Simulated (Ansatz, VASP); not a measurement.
**Sn: VASP beside Ansatz**

```
Sn
1.0
     3.07697    0.00000    0.00000
     0.00000    3.07697    0.00000
     0.00000    0.00000    3.09690
Sn
1
Direct
  0.00000 0.00000 0.00000
```

Alike in both runs: functional PBE; k mesh 6 × 6 × 6; occupations gaussian, width 0.1 eV; no spin polarisation.

Ansatz relaxed the structure, and its values are those at the end. VASP's run is a single point on that final structure, the one shown.

|  | VASP | Ansatz |
| --- | --- | --- |
| version | VASP 6.6.1 | Ansatz 0.2.0 |
| potentials or method | VASP PAW PBE potentials, release 64 (Sn_d), cutoff 500 eV | scalar-relativistic, plane waves, PAW |
| valence electrons in the cell | 14 | 14 |

```tsv
	VASP	Ansatz	Ansatz less VASP
gap on the k mesh at the Fermi level (eV)	none	none	-
pressure (GPa)	0.0	0.0	0.00
```

A gap of «none» marks a metal or a gap that the smearing closes. With one functional, cell and mesh, what is left measures potentials, basis and numerics.
